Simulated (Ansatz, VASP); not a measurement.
**Two plane-wave programs on SiC**

```
Si C
1.0
     0.00000    2.13359    2.13359
     2.13359    0.00000    2.13359
     2.13359    2.13359    0.00000
Si C
1 1
Direct
  0.00000 0.00000 0.00000
  0.25000 0.25000 0.25000
```

Alike in both runs: task single point; functional r2SCAN; k mesh 8 × 8 × 8; no spin polarisation.

|  | VASP | Ansatz |
| --- | --- | --- |
| version | VASP 6.6.1 | Ansatz 0.2.0 |
| potentials or method | VASP PAW PBE potentials, release 64 (Si, C) | plane waves, PAW |
| plane-wave cutoff (eV) | 520 | 500 |
| occupations | gaussian, width 0.01 eV | fixed |
| valence electrons in the cell | 8 | 8 |

```tsv
	VASP	Ansatz	Ansatz less VASP
gap on the k mesh at the Fermi level (eV)	1.68	1.67	-0.013
pressure (GPa)	15.6	15.9	+0.25
```

VASP's potentials were made for PBE, not for r2SCAN.
